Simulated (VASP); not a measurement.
# Cs (P6_3/mmc) in VASP: further runs, part 2 of 2

VASP 6.6.1.

### Step 3. Single point, PBEsol

This run uses another cell than the first one: it holds 4 atoms, not 2.

The input, INCAR:

```
SYSTEM = Cs
PREC = Accurate ; ENCUT = 500
EDIFF = 1E-6 ; ISMEAR = 0
SIGMA = 0.1 ; LREAL = .False.
LASPH = .True. ; NELM = 120
ALGO = Normal ; ISIF = 2
LWAVE = .False. ; LCHARG = .False.
GGA = PS ; NBANDS = 26
GGA_COMPAT = .False.
```

The input, KPOINTS:

```
regular mesh
0
Gamma
  9 9 4
  0 0 0
```

The input, POSCAR:

```
Cs
1.0
    5.3374132286      0.0000000000      0.0000000000
   -2.6687066143      4.6223354465      0.0000000000
    0.0000000000      0.0000000000     17.6919214977
Cs
4
Direct
    0.0000000000      0.0000000000      0.0000000000
    0.3333333333      0.6666666667      0.2500000000
    0.0000000000      0.0000000000      0.5000000000
    0.6666666667      0.3333333333      0.7500000000
```

Potentials or basis: VASP PAW PBE potentials, release 64 (Cs_sv).

Command:

```console
$ cat potpaw_PBE.64/Cs_sv/POTCAR > POTCAR
$ mpirun -np 1 vasp_std > vasp.out
```

OUTCAR:

```text
SYSTEM = Cs
   PREC = Accurate
   ENCUT = 500
   EDIFF = 1E-6
   ISMEAR = 0
   LREAL = .False.
   LASPH = .True.
   NELM = 120
   ISIF = 2
   GGA = PS

 ion  position               nearest neighbor table
   1  0.000  0.000  0.000-
   2  0.333  0.667  0.250-
   3  0.000  0.000  0.500-
   4  0.667  0.333  0.750-

  LATTYP: Found a hexagonal cell.
 ALAT       =     5.3374132286
 C/A-ratio  =     3.3146996007

  Lattice vectors:

 A1 = (   5.3374132286,   0.0000000000,   0.0000000000)
 A2 = (  -2.6687066143,   4.6223354465,   0.0000000000)
 A3 = (   0.0000000000,   0.0000000000,  17.6919214977)

Analysis of symmetry for initial positions (statically):
=====================================================================
 Subroutine PRICEL returns:
 Original cell was already a primitive cell.

 Routine SETGRP: Setting up the symmetry group for a
 hexagonal supercell.

 Subroutine GETGRP returns: Found 24 space group operations
 (whereof 12 operations were pure point group operations)
 out of a pool of 24 trial point group operations.

[... 168 lines left out ...]

 E-fermi :   0.5149     XC(G=0):  -5.6145

 val. band max:        0.5102636193   @ k =   0.3333   0.1111   0.0000
 cond. band min:       0.5569232099   @ k =   0.1111   0.0000   0.0000
 fundamental gap:      0.0466595906
 Fermi energy:         0.5149290907

 k-point     1 :       0.0000    0.0000    0.0000
  band No.  band energies     occupation
      1     -23.3074      2.00000
      2     -23.3042      2.00000
      3     -23.3033      2.00000
      4     -23.3001      2.00000
      5     -10.1805      2.00000
      6     -10.1036      2.00000
[... 685 lines left out ...]
     25       1.7364      0.00000
     26       1.8880      0.00000

 [... further k-points ...]

------------------------ aborting loop because EDIFF is reached ----------------------------------------

  FORCE on cell =-STRESS in cart. coord.  units (eV):
  Direction    XX          YY          ZZ          XY          YZ          ZX
  --------------------------------------------------------------------------------------
  -------------------------------------------------------------------------------------
  Total       -0.0346797     -0.0346797     -0.0493761      0.0000000     -0.0000000      0.0000000
  in kB       -0.1272971     -0.1272971     -0.1812426      0.0000000     -0.0000000      0.0000000
  external PRESSURE =      -0.1452789 kB  Pullay stress =       0.0000000 kB

 VOLUME and BASIS-vectors are now :
 -----------------------------------------------------------------------------
  energy-cutoff  :      500.00
  volume of cell :      436.48
      direct lattice vectors                 reciprocal lattice vectors
     5.337413229  0.000000000  0.000000000     0.187356676  0.108170427  0.000000000
    -2.668706614  4.622335447  0.000000000     0.000000000  0.216340854  0.000000000
     0.000000000  0.000000000 17.691921498     0.000000000  0.000000000  0.056522973

 POSITION                                       TOTAL-FORCE (eV/Angst)
 -----------------------------------------------------------------------------------
      0.00000      0.00000      0.00000         0.000000     -0.000000     -0.000000
     -0.00000      3.08156      4.42298         0.000000      0.000000     -0.000000
      0.00000      0.00000      8.84596         0.000000     -0.000000     -0.000000
      2.66871      1.54078     13.26894        -0.000000      0.000000      0.000000
 -----------------------------------------------------------------------------------
    total drift:                                0.000000      0.000000     -0.000000

  FREE ENERGIE OF THE ION-ELECTRON SYSTEM (eV)
  ---------------------------------------------------
  free  energy   TOTEN  =        -3.7885522873 eV

  energy  without entropy=       -3.7684243839  energy(sigma->0) =       -3.77848834
```

stdout:

```text
POSCAR found type information on POSCAR Cs
 POSCAR found :  1 types and       4 ions
 scaLAPACK will be used
 -----------------------------------------------------------------------------
|                                                                             |
|                                                                             |
|     You enforced a specific xc type in the INCAR file but a different       |
|     I HOPE YOU KNOW WHAT YOU ARE DOING!                                     |
|                                                                             |
 -----------------------------------------------------------------------------

 LDA part: xc-table for (Slater+PW92), standard interpolation
 POSCAR, INCAR and KPOINTS ok, starting setup
 FFT: planning ... GRIDC
 FFT: planning ... GRID_SOFT
 FFT: planning ... GRID
 WAVECAR not read
 entering main loop
```

It took 6.2 min on 1 thread of Intel Xeon Platinum 8259CL at 2.50GHz (Skylake/Cascade Lake), shared host; peak memory 0.65 GiB.

Results:

- Free energy: -3.7886 eV
- Pressure: 0.0 GPa
- Band gap on the k mesh: zero (bands 18 and 19 overlap by 1.81 eV)

Caveat: the PAW data sets were made with another functional, which shifts forces and pressure a little; spin-orbit coupling is left out, which moves the levels of the heavy elements.

### Step 4. Single point, PBEsol

The input, INCAR:

```
SYSTEM = Cs
PREC     = Accurate       ! precision mode
ENCUT    = 520            ! plane-wave cutoff, eV
EDIFF    = 1E-6           ! SCF threshold, eV
ISMEAR   = 0              ! smearing method
SIGMA    = 0.1            ! smearing width, eV
LREAL    = .False.        ! projectors in reciprocal space
LASPH    = .True.         ! aspherical terms in the spheres
NELM     = 80             ! most SCF steps
ALGO     = Fast           ! electronic algorithm
ISIF     = 2              ! what is computed and relaxed
LWAVE    = .False.        ! write WAVECAR
LCHARG   = .True.         ! write CHGCAR
GGA      = PS             ! functional
LELF     = .True.         ! ELF
LVHAR    = .True.       
NBANDS   = 16             ! bands
```

The input, KPOINTS:

```
regular mesh
0
Gamma
  12 12 6
  0 0 0
```

The input, POSCAR:

```
Cs
1.0
    5.3683973016      0.0000000000      0.0000000000
   -2.6841986508      4.6491684408      0.0000000000
    0.0000000000      0.0000000000      8.7733990654
Cs
2
Direct
    0.3333333333      0.6666666667      0.2500000000
    0.6666666667      0.3333333333      0.7500000000
```

Command:

```console
$ cat potpaw_PBE.64/Cs_sv/POTCAR > POTCAR
$ mpirun -np 1 vasp_std > vasp.out
```

Wall time 3.8 min (1 thread of Oxide Virtual Turin-like, shared host); peak memory 0.41 GiB.

It converged, with:

| Item | Value |
| --- | --- |
| Free energy | -1.8916 eV |
| Pressure | 0.0 GPa |
| Band gap on the k mesh | zero (bands 9 and 10 overlap by 1.89 eV) |

Levels at points of the mesh, in eV from the Fermi level:
```tsv
k point	band 7	band 8	band 9	band 10	band 11	band 12
(0.00, 0.00, 0.00)	-10.51	-10.51	-1.73	-0.05	0.82	2.43
(0.50, 0.00, 0.00)	-10.55	-10.54	-0.01	0.36	0.77	0.98
(0.00, 0.00, 0.50)	-10.53	-10.53	-1.09	-1.09	1.66	1.66
(0.50, 0.00, 0.50)	-10.56	-10.56	0.16	0.16	0.97	0.97
```

Caveat: the PAW data sets were made with another functional, which shifts forces and pressure a little; spin-orbit coupling is left out, which moves the levels of the heavy elements.

### Step 5. Single point, PBEsol

This run uses another cell than the first one: it holds 4 atoms, not 2.

The input, INCAR:

```
PREC     = Accurate       # precision mode
ENCUT    = 520            # plane-wave cutoff, eV
EDIFF    = 1E-7           # SCF threshold, eV
ISMEAR   = 0              # smearing method
SIGMA    = 0.1            # smearing width, eV
LREAL    = F              # projectors in reciprocal space
LASPH    = T              # aspherical terms in the spheres
NELM     = 80             # most SCF steps
ALGO     = Fast           # electronic algorithm
ISIF     = 2              # what is computed and relaxed
LWAVE    = F              # write WAVECAR
LCHARG   = F              # write CHGCAR
GGA      = PS             # functional
NBANDS   = 26             # bands
```

The input, KPOINTS:

```
Automatic mesh
0
Gamma
  12 12 4
```

The input, POSCAR:

```
Cs
1.0
    5.3374132286      0.0000000000      0.0000000000
   -2.6687066143      4.6223354465      0.0000000000
    0.0000000000      0.0000000000     17.6919214977
Cs
4
Direct
    0.0000000000      0.0000000000      0.0000000000
    0.3333333333      0.6666666667      0.2500000000
    0.0000000000      0.0000000000      0.5000000000
    0.6666666667      0.3333333333      0.7500000000
```

Command:

```console
$ cat potpaw_PBE.64/Cs_sv/POTCAR > POTCAR
$ mpirun -np 1 vasp_std > vasp.out
```

It took 13 min on 1 thread of Oxide Virtual Turin-like, shared host; peak memory 0.74 GiB.

The run converged. Its results:

```
Free energy            : -3.7822 eV
Pressure               : 0.0 GPa
Band gap on the k mesh : zero (bands 18 and 19 overlap by 1.81 eV)
```

Levels at points of the mesh, in eV from the Fermi level:
| k point | band 15 | band 16 | band 17 | band 18 | band 19 | band 20 | band 21 | band 22 |
| --- | --- | --- | --- | --- | --- | --- | --- | --- |
| (0.00, 0.00, 0.00) | -10.51 | -10.51 | -1.73 | -1.10 | -1.10 | -0.07 | 0.78 | 1.61 |
| (0.50, 0.00, 0.00) | -10.54 | -10.54 | -0.02 | 0.14 | 0.23 | 0.31 | 0.80 | 0.97 |
| (0.00, 0.00, 0.50) | -10.52 | -10.52 | -1.56 | -1.56 | -0.48 | -0.48 | 1.10 | 1.10 |
| (0.50, 0.00, 0.50) | -10.54 | -10.54 | 0.05 | 0.05 | 0.28 | 0.28 | 0.85 | 0.85 |

Caveat: the PAW data sets were made with another functional, which shifts forces and pressure a little; spin-orbit coupling is left out, which moves the levels of the heavy elements.

### Step 6. Summary

```csv
cell,k mesh,cutoff (eV),gap on the mesh (eV),pressure (GPa)
"a = 5.368, b = 5.368, c = 8.773 Å, angles 90.0, 90.0, 120.0°, 2 atoms, atomic positions A",12 × 12 × 6,500,none,0.0
"a = 5.337, b = 5.337, c = 17.692 Å, angles 90.0, 90.0, 120.0°, 4 atoms, atomic positions B",9 × 9 × 4,500,none,0.0
"a = 5.368, b = 5.368, c = 8.773 Å, angles 90.0, 90.0, 120.0°, 2 atoms, atomic positions A",12 × 12 × 6,520,none,0.0
"a = 5.337, b = 5.337, c = 17.692 Å, angles 90.0, 90.0, 120.0°, 4 atoms, atomic positions B",12 × 12 × 4,520,none,0.0
```

Alike in all rows: task single point; level PBEsol; potentials or basis VASP PAW PBE potentials, release 64 (Cs_sv); no spin polarisation; smearing gaussian 0.1 eV.

Caveats: the PAW data sets were made with another functional, which shifts forces and pressure a little; spin-orbit coupling is left out, which moves the levels of the heavy elements.

Total energies depend on the potentials used, so only differences within one code and one set of settings carry meaning.

The gap in the log of VASP goes by the Fermi energy; the results here count the filled bands.